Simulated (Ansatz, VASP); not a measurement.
Ir: VASP beside Ansatz

```
CELL_PARAMETERS angstrom
0.00000 1.91583 1.91583
1.91583 0.00000 1.91583
1.91583 1.91583 0.00000
ATOMIC_POSITIONS crystal
Ir 0.00000 0.00000 0.00000
```

Alike in both runs: functional PBEsol; k mesh 19 × 19 × 19; occupations fermi-dirac, width 0.1 eV; no spin polarisation.

Ansatz relaxed the structure, and its values are those at the end. VASP's run is a single point on that final structure, the one shown.

|  | VASP | Ansatz |
| --- | --- | --- |
| version | VASP 6.6.1 | Ansatz 0.2.0 |
| potentials or method | VASP PAW PBE potentials, release 64 (Ir_sv_GW) | PAW with Ansatz's default frozen-core files, scalar-relativistic |
| plane-wave cutoff (eV) | 500 | 420 |
| valence electrons in the cell | 17 | 17 |

|  | VASP | Ansatz | Ansatz less VASP |
| --- | --- | --- | --- |
| pressure (GPa) | -3.3 | 0.0 | +3.28 |

VASP's potentials were made for PBE, not for PBEsol. With one functional, cell and mesh, what is left measures potentials, basis and numerics.

Neither program's run includes spin-orbit coupling.
